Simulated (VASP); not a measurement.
# Se (P6/mmm) in VASP: a series of runs

Runs on Se. Level: RPBE. Tasks: single point, relaxation of cell and atoms.

Program: VASP 6.6.1. These are calculated values, not measurements. Logs are shortened: lines on timing, memory, paths and dates and some standing lists are left out, and cuts for length are marked.

## Step 1: The cell of the first run

The structure is hexagonal, space group P6/mmm (No. 191). Conventional cell: a = 4.891 Å, b = 4.891 Å, c = 3.589 Å, α = 90.00°, β = 90.00°, γ = 120.00°. Within 4.4 Å of Se (site symmetry 6/mmm) lie 14 Se at 3.35 to 3.59 Å. Within 3.7 Å of Se (site symmetry -6m2) lie 11 Se at 2.82 to 3.59 Å.

This isn't the form of Se at room conditions, which is trigonal, of chains.

## Step 2: Single point, RPBE (24.79 Å³/atom)

Contents of INCAR:

```
PREC = Accurate
ENCUT = 520
EDIFF = 1E-6
ISMEAR = -1
SIGMA = 0.1
LREAL = False
LASPH = True
NELM = 80
ALGO = Normal
ISIF = 2
LWAVE = False
LCHARG = False
GGA = RP
NBANDS = 16
```

Contents of KPOINTS:

```
Automatic mesh
0
Gamma
  9 9 10
```

Contents of POSCAR:

```
Se
1.0
    4.8910351874      0.0000000000      0.0000000000
   -2.4455175937      4.2357607231      0.0000000000
    0.0000000000      0.0000000000      3.5890788970
Se
3
Direct
    1.0000000000      0.0000000000      0.0000000000
    0.3333333333      0.6666666667      0.5000000000
    0.6666666667      0.3333333333      0.5000000000
```

Potentials or basis: VASP PAW PBE potentials, release 64 (Se).

Launch:

```bash
$ cat potpaw_PBE.64/Se/POTCAR > POTCAR
$ mpirun -np 1 vasp_std > vasp.out
```

OUTCAR:

```text
PREC = Accurate
   ENCUT = 520
   EDIFF = 1E-6
   ISMEAR = -1
   LREAL = False
   LASPH = True
   NELM = 80
   ISIF = 2
   GGA = RP

 ion  position               nearest neighbor table
   1  0.000  0.000  0.000-
   2  0.333  0.667  0.500-
   3  0.667  0.333  0.500-

  LATTYP: Found a hexagonal cell.
 ALAT       =     4.8910351874
 C/A-ratio  =     0.7338076214

  Lattice vectors:

 A1 = (   4.8910351874,   0.0000000000,   0.0000000000)
 A2 = (  -2.4455175937,   4.2357607231,   0.0000000000)
 A3 = (   0.0000000000,   0.0000000000,   3.5890788970)

Analysis of symmetry for initial positions (statically):
=====================================================================
 Subroutine PRICEL returns:
 Original cell was already a primitive cell.

 Routine SETGRP: Setting up the symmetry group for a
 hexagonal supercell.

 Subroutine GETGRP returns: Found 24 space group operations
 (whereof 24 operations were pure point group operations)
 out of a pool of 24 trial point group operations.

The static configuration has the point symmetry D_6h.

Analysis of symmetry for dynamics (positions and initial velocities):
=====================================================================
 Subroutine PRICEL returns:
 Original cell was already a primitive cell.

 Routine SETGRP: Setting up the symmetry group for a
 hexagonal supercell.

 Subroutine GETGRP returns: Found 24 space group operations
 (whereof 24 operations were pure point group operations)
 out of a pool of 24 trial point group operations.

The dynamic configuration has the point symmetry D_6h.

 Subroutine INISYM returns: Found 24 space group operations
 (whereof 24 operations are pure point group operations),
 and found     1 'primitive' translations

----------------------------------------------------------------------------------------

                                     Primitive cell

  volume of cell :      74.3559

  direct lattice vectors                    reciprocal lattice vectors
     4.891035187  0.000000000  0.000000000     0.204455695  0.118042551  0.000000000
    -2.445517594  4.235760723  0.000000000     0.000000000  0.236085101  0.000000000
     0.000000000  0.000000000  3.589078897     0.000000000  0.000000000  0.278623020

  length of vectors
     4.891035187  4.891035187  3.589078897     0.236085101  0.236085101  0.278623020

  position of ions in fractional coordinates (direct lattice)
     0.000000000  0.000000000  0.000000000
     0.333333333  0.666666667  0.500000000
     0.666666667  0.333333333  0.500000000

  ion indices of the primitive-cell ions
   primitive index   ion index
                 1           1
                 2           2
                 3           3

----------------------------------------------------------------------------------------

 KPOINTS: Automatic mesh

Automatic generation of k-mesh.
 Grid dimensions read from file:
 generate k-points for:    9    9   10

 Generating k-lattice:

  Cartesian coordinates                     Fractional coordinates (reciprocal lattice)
     0.022717299  0.013115839  0.000000000     0.111111111 -0.000000000  0.000000000
     0.000000000  0.026231678  0.000000000     0.000000000  0.111111111  0.000000000
     0.000000000  0.000000000  0.027862302     0.000000000  0.000000000  0.100000000

  Length of vectors
     0.026231678  0.026231678  0.027862302

  Shift w.r.t. Gamma in fractional coordinates (k-lattice)
     0.000000000  0.000000000  0.000000000

 Subroutine IBZKPT returns following result:
 ===========================================

 Found     72 irreducible k-points:

 Following reciprocal coordinates:
            Coordinates               Weight
  0.000000  0.000000  0.000000      1.000000
  0.111111  0.000000  0.000000      6.000000
  0.222222  0.000000  0.000000      6.000000
  0.333333  0.000000  0.000000      6.000000
  0.444444  0.000000  0.000000      6.000000
  0.111111  0.111111  0.000000      6.000000
[... 16 lines left out ...]
  0.333333  0.222222  0.100000     24.000000
  0.333333  0.333333  0.100000      4.000000
 [... further k-points ...]
   k-points           NKPTS =     72   k-points in BZ     NKDIM =     72   number of bands    NBANDS=     16
   number of dos      NEDOS =    301   number of ions     NIONS =      3
   total plane-waves  NPLWV =  36288
   dimension x,y,z NGX =    36 NGY =   36 NGZ =   28
   dimension x,y,z NGXF=    72 NGYF=   72 NGZF=   56
   ions per type =               3
   NGX,Y,Z   is equivalent  to a cutoff of  12.24, 12.24, 12.97 a.u.
   NGXF,Y,Z  is equivalent  to a cutoff of  24.47, 24.47, 25.94 a.u.
 SYSTEM =  unknown system
   PREC   = accura    normal or accurate (medium, high low for compatibility)
   ISTART =      0    job   : 0-new  1-cont  2-samecut
   ICHARG =      2    charge: 1-file 2-atom 10-const
   ISPIN  =      1    spin polarized calculation?
   LNONCOLLINEAR =      F non collinear calculations
   LSORBIT =      F    spin-orbit coupling
   LASPH  =      T    aspherical Exc in radial PAW
   ENCUT  =  520.0 eV  38.22 Ry    6.18 a.u.   9.09  9.09  6.67*2*pi/ulx,y,z
   NELM   =     80;   NELMIN=  2; NELMDL= -5     # of ELM steps
   EDIFF  = 0.1E-05   stopping-criterion for ELM
   LREAL  =      F    real-space projection
   EDIFFG = 0.1E-04   stopping-criterion for IOM
   NSW    =      0    number of steps for IOM
   IBRION =     -1    ionic relax: 0-MD 1-quasi-New 2-CG
   NFREE  =      0    steps in history (QN), initial steepest desc. (CG)
   ISIF   =      2    stress and relaxation
   ISYM   =      2    0-nonsym 1-usesym 2-fastsym
   POTIM  = 0.5000    time-step for ionic-motion
   TEBEG  =    0.0;   TEEND  =   0.0 temperature during run
   PSTRESS=    0.0 pullay stress
   NELECT =      18.0000    total number of electrons
   NUPDOWN=      -1.0000    fix difference up-down
   EMIN   =  10.00;   EMAX   =-10.00  energy-range for DOS
   EFERMI =   0.00;   METHOD = LEGACY
   ISMEAR =    -1;   SIGMA  =   0.10  broadening in eV -4-tet -1-fermi 0-gaus
   EFERMI_NEDOS =   21; number of points for ismear=-14 and -15
   IALGO  =     38    algorithm
   IMIX   =      4    mixing-type and parameters
     AMIX     =   0.40;   BMIX     =  1.00
     AMIX_MAG =   1.60;   BMIX_MAG =  1.00
  volume/ion in A,a.u.               =      24.79       167.26
[... 39 lines left out ...]
      6       0.3975      2.00000
[... 8 lines left out ...]
     15      14.1680      0.00000
     16      14.1684      0.00000

 k-point     2 :       0.1111    0.0000    0.0000
  band No.  band energies     occupation
      1     -11.3889      2.00000
      2      -8.1893      2.00000
      3      -7.8471      2.00000
      4      -1.0421      2.00000
      5      -0.8259      2.00000
      6       0.8246      2.00000
[... 8 lines left out ...]
     15      13.1253      0.00000
     16      13.8908      0.00000

 k-point     3 :       0.2222    0.0000    0.0000
  band No.  band energies     occupation
      1     -11.1573      2.00000
      2      -8.4223      2.00000
      3      -8.1531      2.00000
      4      -1.4768      2.00000
      5      -0.6694      2.00000
      6       1.5961      2.00000
[... 8 lines left out ...]
     15      12.4964      0.00000
     16      13.3180      0.00000

 k-point     4 :       0.3333    0.0000    0.0000
  band No.  band energies     occupation
      1     -10.7864      2.00000
      2      -8.9518      2.00000
      3      -8.3288      2.00000
      4      -1.8002      2.00000
      5      -0.1251      2.00000
      6       1.9727      2.00000
[... 8 lines left out ...]
     15      12.2024      0.00000
     16      12.9345      0.00000

 k-point     5 :       0.4444    0.0000    0.0000
  band No.  band energies     occupation
      1     -10.3305      2.00000
      2      -9.5367      2.00000
      3      -8.4085      2.00000
      4      -1.9677      2.00000
      5       0.6651      2.00000
      6       2.0415      2.00000
[... 8 lines left out ...]
     15      11.9151      0.00000
     16      12.7425      0.00000

 k-point     6 :       0.1111    0.1111    0.0000
  band No.  band energies     occupation
      1     -11.2339      2.00000
      2      -8.3042      2.00000
      3      -8.1053      2.00000
      4      -1.2546      2.00000
      5      -0.8873      2.00000
      6       1.5187      2.00000
[... 8 lines left out ...]
     15      12.4898      0.00000
     16      13.7228      0.00000

 k-point     7 :       0.2222    0.1111    0.0000
  band No.  band energies     occupation
      1     -10.9316      2.00000
      2      -8.6450      2.00000
      3      -8.3960      2.00000
      4      -1.5009      2.00000
      5      -0.6076      2.00000
      6       1.8242      2.00000
[... 8 lines left out ...]
     15      12.0096      0.00000
     16      13.3309      0.00000

 k-point     8 :       0.3333    0.1111    0.0000
  band No.  band energies     occupation
      1     -10.5066      2.00000
      2      -9.2281      2.00000
      3      -8.5180      2.00000
      4      -1.6996      2.00000
      5       0.0704      2.00000
      6       2.2590      1.99997
[... 8 lines left out ...]
     15      11.5563      0.00000
     16      13.0699      0.00000

 k-point     9 :       0.4444    0.1111    0.0000
  band No.  band energies     occupation
      1     -10.1421      2.00000
      2      -9.6582      2.00000
      3      -8.5601      2.00000
      4      -1.7711      2.00000
      5       0.7225      2.00000
      6       1.5672      2.00000
[... 8 lines left out ...]
     15      11.3335      0.00000
     16      12.9383      0.00000
[... 172 lines left out ...]
 k-point    19 :       0.2222    0.1111    0.1000
  band No.  band energies     occupation
      1     -10.8734      2.00000
      2      -8.6171      2.00000
      3      -8.3777      2.00000
      4      -1.4605      2.00000
      5      -0.5733      2.00000
      6       1.3548      2.00000
[... 8 lines left out ...]
     15      12.2055      0.00000
     16      12.6000      0.00000

 k-point    20 :       0.3333    0.1111    0.1000
  band No.  band energies     occupation
      1     -10.4543      2.00000
      2      -9.1835      2.00000
      3      -8.4981      2.00000
      4      -1.6497      2.00000
      5       0.0158      2.00000
      6       1.6860      2.00000
[... 8 lines left out ...]
     15      11.8218      0.00000
     16      12.5009      0.00000

 k-point    21 :       0.4444    0.1111    0.1000
  band No.  band energies     occupation
      1     -10.1007      2.00000
      2      -9.6004      2.00000
      3      -8.5380      2.00000
      4      -1.7180      2.00000
      5       0.5857      2.00000
      6       1.2367      2.00000
[... 8 lines left out ...]
     15      11.8191      0.00000
     16      12.3040      0.00000

 k-point    22 :       0.2222    0.2222    0.1000
  band No.  band energies     occupation
      1     -10.5170      2.00000
      2      -8.9086      2.00000
      3      -8.7138      2.00000
      4      -1.3297      2.00000
      5      -0.3875      2.00000
      6       1.6200      2.00000
[... 8 lines left out ...]
     15      11.7383      0.00000
     16      12.7419      0.00000

 k-point    23 :       0.3333    0.2222    0.1000
  band No.  band energies     occupation
      1     -10.0752      2.00000
      2      -9.4010      2.00000
      3      -8.8418      2.00000
      4      -1.2725      2.00000
      5       0.1605      2.00000
      6       1.2201      2.00000
[... 8 lines left out ...]
     15      11.6605      0.00000
     16      12.9599      0.00000

 k-point    24 :       0.3333    0.3333    0.1000
  band No.  band energies     occupation
      1      -9.6726      2.00000
      2      -9.6726      2.00000
      3      -9.0493      2.00000
      4      -1.0186      2.00000
      5       0.5328      2.00000
      6       0.5328      2.00000
[... 8 lines left out ...]
     15      11.6212      0.00000
     16      13.0696      0.00000

 [... further k-points ...]

------------------------ aborting loop because EDIFF is reached ----------------------------------------

  FORCE on cell =-STRESS in cart. coord.  units (eV):
  Direction    XX          YY          ZZ          XY          YZ          ZX
  --------------------------------------------------------------------------------------
  -------------------------------------------------------------------------------------
  Total       -2.8648136     -2.8648136     -1.3284669      0.0000000      0.0000000      0.0000000
  in kB      -61.7293543    -61.7293543    -28.6250408      0.0000000      0.0000000      0.0000000
  external PRESSURE =     -50.6945831 kB  Pullay stress =       0.0000000 kB

 VOLUME and BASIS-vectors are now :
 -----------------------------------------------------------------------------
  energy-cutoff  :      520.00
  volume of cell :       74.36
      direct lattice vectors                 reciprocal lattice vectors
     4.891035187  0.000000000  0.000000000     0.204455695  0.118042551  0.000000000
    -2.445517594  4.235760723  0.000000000     0.000000000  0.236085101  0.000000000
     0.000000000  0.000000000  3.589078897     0.000000000  0.000000000  0.278623020

 POSITION                                       TOTAL-FORCE (eV/Angst)
 -----------------------------------------------------------------------------------
      0.00000      0.00000      0.00000         0.000000      0.000000     -0.000000
     -0.00000      2.82384      1.79454        -0.000000      0.000000      0.000000
      2.44552      1.41192      1.79454         0.000000      0.000000     -0.000000
 -----------------------------------------------------------------------------------
    total drift:                                0.000000      0.000000     -0.000000

  FREE ENERGIE OF THE ION-ELECTRON SYSTEM (eV)
  ---------------------------------------------------
  free  energy   TOTEN  =        -7.3772709641 eV

  energy  without entropy=       -7.2824811137  energy(sigma->0) =       -7.32987604
```

It took 35 s on 1 thread of Intel Xeon 6975P-C (Granite Rapids), shared host; peak memory 0.21 GiB.

Results:

- Free energy: -7.3773 eV
- Pressure: -5.1 GPa
- Band gap on the k mesh: zero (bands 9 and 10 overlap by 2.33 eV)

Stress tensor (GPa, compression positive):
```
-6.17  0.00  0.00
 0.00 -6.17  0.00
 0.00  0.00 -2.86
```

Levels at points of the mesh, in eV from the Fermi level:
| k point | band 7 | band 8 | band 9 | band 10 | band 11 | band 12 |
| --- | --- | --- | --- | --- | --- | --- |
| (0.00, 0.00, 0.00) | -2.97 | -2.09 | 1.16 | 1.29 | 2.51 | 2.51 |
| (0.00, 0.00, 0.50) | -2.32 | -1.20 | -1.20 | -1.18 | -0.21 | -0.21 |

Caveat: the cell stands under tension; the PAW data sets were made with another functional, which shifts forces and pressure a little.

## Step 3: Single point, RPBE

This run uses another cell than the first one, of 22.13 Å³/atom.

Contents of INCAR:

```
  ALGO = Normal
  EDIFF = 1E-6
  ENCUT = 520
  GGA = RP
  ISIF = 2
  ISMEAR = -1
  LASPH = T
  LCHARG = F
  LREAL = F
  LWAVE = F
  NBANDS = 16
  NELM = 60
  PREC = Accurate
  SIGMA = 0.1
```

Contents of KPOINTS:

```
k-points
0
Gamma
  10 10 12
```

Contents of POSCAR:

```
Se
1.0
    4.7097166520      0.0000000000      0.0000000000
   -2.3548583260      4.0787342653      0.0000000000
    0.0000000000      0.0000000000      3.4560259738
Se
3
Direct
    1.0000000000      0.0000000000      0.0000000000
    0.3333333333      0.6666666667      0.5000000000
    0.6666666667      0.3333333333      0.5000000000
```

Potentials or basis: VASP PAW PBE potentials, release 64 (Se).

Launch:

```bash
$ cat potpaw_PBE.64/Se/POTCAR > POTCAR
$ mpirun -np 1 vasp_std > vasp.out
```

Run time: 44 s. Hardware: 1 thread of Intel Xeon 6975P-C (Granite Rapids), shared host; peak memory 0.22 GiB.

Results (log left out):

```
Free energy            : -7.5288 eV
Pressure               : -0.1 GPa
Band gap on the k mesh : zero (bands 9 and 10 overlap by 2.85 eV)
```

Stress tensor (GPa, compression positive):
```
-0.47  0.00  0.00
 0.00 -0.47  0.00
 0.00  0.00  0.60
```

Levels at points of the mesh, in eV from the Fermi level:
```
           k point  band 5  band 6  band 7  band 8  band 9  band 10  band 11  band 12  band 13  band 14
(0.00, 0.00, 0.00)   -4.78   -3.58   -3.58   -2.47    1.41     1.54     2.96     2.96     4.53     9.40
(0.50, 0.00, 0.00)   -2.62   -1.73   -0.85   -0.68   -0.06     0.90     0.99     1.44     6.18     7.82
(0.00, 0.00, 0.50)   -4.15   -4.10   -2.71   -1.50   -1.50    -1.45    -0.49    -0.49     5.07     5.07
(0.50, 0.00, 0.50)   -5.12   -4.92   -2.98   -1.91    0.05     0.74     1.26     2.06     7.67     8.20
```

Caveat: the PAW data sets were made with another functional, which shifts forces and pressure a little.

## Step 4: Relaxation of cell and atoms, RPBE

This run uses another cell than the first one, of 21.81 Å³/atom.

Contents of INCAR:

```
SYSTEM = Se
PREC = Accurate
ENCUT = 600
EDIFF = 1E-6
ISMEAR = -1
SIGMA = 0.1
LREAL = .FALSE.
LASPH = .TRUE.
NELM = 60
ALGO = Normal
ISIF = 3
LWAVE = .FALSE.
LCHARG = .FALSE.
GGA = RP
IBRION = 2
NSW = 80
EDIFFG = -0.01
```

Contents of KPOINTS:

```
regular mesh
0
G
  7 7 10
  0 0 0
```

Contents of POSCAR:

```
Se
1.0
    4.9764452362      0.0000000000      0.0000000000
   -2.4882226181      4.3097279951      0.0000000000
    0.0000000000      0.0000000000      3.0505609298
Se
3
Direct
    0.0000000000      0.0000000000      0.0000000000
    0.3333333333      0.6666666667      0.5000000000
    0.6666666667      0.3333333333      0.5000000000
```

Launch:

```bash
$ cat potpaw_PBE.64/Se/POTCAR > POTCAR
$ mpirun -np 1 vasp_std > vasp.out
```

It took 3.8 min on 1 thread of Intel Xeon 6975P-C (Granite Rapids), shared host; peak memory 0.21 GiB.

The run converged. Its results:

```yaml
Free_energy: -7.5240 eV
Relaxed_volume: 22.12 Å³/atom
Relaxed_cell: a = 4.709 Å, b = 4.709 Å, c = 3.455 Å, α = 90.00°, β = 90.00°, γ = 120.00°
Space_group_after_relaxing_to_0.1_Å: P6/mmm (No. 191)
Energy_gained_by_relaxing: 26.0 meV/atom
Ionic_steps: 27
Pressure_after_relaxing: 0.0 GPa
Band_gap_on_the_k_mesh: zero (bands 9 and 10 overlap by 2.86 eV)
```

Step by step:
```tsv
step	energy change (eV)	largest force (eV/Å)	pressure (GPa)	volume (Å³)
1	0.0000	0.0000	-1.45	65.43
2	-0.0075	0.0000	0.25	63.57
3	-0.0076	0.0000	0.03	63.80
4	-0.0081	0.0000	0.04	63.79
5	-0.0103	0.0000	0.08	63.76
6	-0.0177	0.0000	0.22	63.68
7	-0.0370	0.0000	0.71	63.48
8	-0.0529	0.0000	2.51	62.94
9	-0.0537	0.0000	2.28	63.00
10	-0.0535	0.0000	2.36	62.98
11	-0.0535	0.0000	2.38	62.98
12	-0.0536	0.0000	2.38	62.98
13	-0.0538	0.0000	2.40	62.99
14	-0.0540	0.0000	2.46	63.01
15	-0.0542	0.0000	2.56	63.04
16	-0.0546	0.0000	2.54	63.06
17	-0.0557	0.0000	2.47	63.14
18	-0.0580	0.0000	2.33	63.30
19	-0.0620	0.0000	2.04	63.61
20	-0.0687	0.0000	1.50	64.24
21	-0.0764	0.0000	0.51	65.50
22	-0.0723	0.0000	-1.18	68.07
23	-0.0778	0.0000	-0.11	66.39
24	-0.0778	0.0000	-0.07	66.32
25	-0.0778	0.0000	-0.06	66.32
26	-0.0779	0.0000	-0.04	66.34
27	-0.0780	0.0000	0.00	66.37
```

Final structure:
```
Se
1.0
     4.70941    0.00000    0.00000
    -2.35471    4.07847    0.00000
     0.00000    0.00000    3.45522
Se
3
Cartesian
  0.0000 0.0000 0.0000
  0.0000 2.7190 1.7276
  2.3547 1.3595 1.7276
```

Levels at points of the mesh, in eV from the Fermi level:
```
           k point  band 5  band 6  band 7  band 8  band 9  band 10  band 11  band 12  band 13
(0.00, 0.00, 0.00)   -4.72   -3.53   -3.53   -2.41    1.46     1.61     3.02     3.02     4.58
(0.00, 0.00, 0.50)   -4.09   -4.06   -2.64   -1.46   -1.46    -1.40    -0.43    -0.43     5.11
```

Caveat: the PAW data sets were made with another functional, which shifts forces and pressure a little.

## Step 5: Summary

| task | cell | k mesh | cutoff (eV) | gap on the mesh (eV) | pressure (GPa) |
| --- | --- | --- | --- | --- | --- |
| single point | a = 4.891, b = 4.891, c = 3.589 Å, angles 90.0, 90.0, 120.0°, 3 atoms | 9 × 9 × 10 | 520 | none | -5.1 |
| single point | a = 4.710, b = 4.710, c = 3.456 Å, angles 90.0, 90.0, 120.0°, 3 atoms | 10 × 10 × 12 | 520 | none | -0.1 |
| relaxation of cell and atoms | relaxed from a = 4.976, b = 4.976, c = 3.051 Å, angles 90.0, 90.0, 120.0°, 3 atoms | 7 × 7 × 10 | 600 | none | 0.0 |

Alike in all rows: level RPBE; potentials or basis VASP PAW PBE potentials, release 64 (Se); no spin polarisation; smearing fermi-dirac 0.1 eV.

Caveats: the PAW data sets were made with another functional, which shifts forces and pressure a little; the cell stands under tension (at least some runs).

Total energies depend on the potentials used, so only differences within one code and one set of settings carry meaning.
